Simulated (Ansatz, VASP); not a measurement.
**Two plane-wave programs on MgO**

File INCAR:

```
ALGO = Normal
EDIFF = 1E-7
ENCUT = 520
GGA = PE
ISIF = 2
ISMEAR = 0
LASPH = True
LCHARG = False
LREAL = False
LWAVE = False
NBANDS = 16
NELM = 60
PREC = Accurate
SIGMA = 0.05
```

Contents of KPOINTS:

```
k-points
0
Gamma
  9 9 6
```

File POSCAR:

```
MgO
1.0
    3.5401572825      0.0000000000      0.0000000000
   -1.7700786413      3.0658661401      0.0000000000
    0.0000000000      0.0000000000      4.1943783484
Mg O
2 2
Direct
    0.6666666667      0.3333333333      0.7500000000
    0.3333333333      0.6666666667      0.2500000000
    0.6666666667      0.3333333333      0.2500000000
    0.3333333333      0.6666666667      0.7500000000
```

Input for Ansatz:

```yaml
crystal:
  lattice:
    - [3.5401572825, 0.0, 0.0]
    - [-1.7700786413, 3.0658661401, 0.0]
    - [0.0, 0.0, 4.1943783484]
  atoms:
    - { symbol: Mg, position: [0.6666666667, 0.3333333333, 0.75] }
    - { symbol: Mg, position: [0.3333333333, 0.6666666667, 0.25] }
    - { symbol: O, position: [0.6666666667, 0.3333333333, 0.25] }
    - { symbol: O, position: [0.3333333333, 0.6666666667, 0.75] }
basis:
  ecutwfc: 520.0
kpoints:
  mp_grid: { grid: [9, 9, 6] }
hamiltonian:
  xc: pbe
  pseudopotentials: { kind: paw, azcp: { folder: soft_1 } }
scf:
  occupations: { method: gaussian, width: 0.05 }
output:
  forces: true
  stress: true
  eigenvalues: true
```

Alike in both runs: task single point; functional PBE; k mesh 9 × 9 × 6; occupations gaussian, width 0.05 eV; no spin polarisation.

```csv
,VASP,Ansatz
version,VASP 6.6.1,Ansatz 0.2.0
potentials or method,"VASP PAW PBE potentials, release 64 (Mg, O), cutoff 520 eV","scalar-relativistic, plane waves, PAW"
valence electrons in the cell,16,32
```

VASP gave:

| Quantity | Value |
| --- | --- |
| gap on the k mesh at the Fermi level (eV) | 3.28 |
| least direct gap on the mesh (eV) | 3.28 |
| pressure (GPa) | -0.4 |
| traceless stress, the component that is largest in VASP (GPa) | 1.58 |

**Question.** Which values does Ansatz return?

**Answer.** gap on the k mesh at the Fermi level (eV): 3.30; least direct gap on the mesh (eV): 3.30; pressure (GPa): 0.1; traceless stress, the component that is largest in VASP (GPa): 1.68.

With one functional, cell and mesh, what is left measures potentials, basis and numerics. VASP's potentials hold 16 valence electrons a cell and Ansatz's 32, so a difference there can come from the potentials and not from the codes.
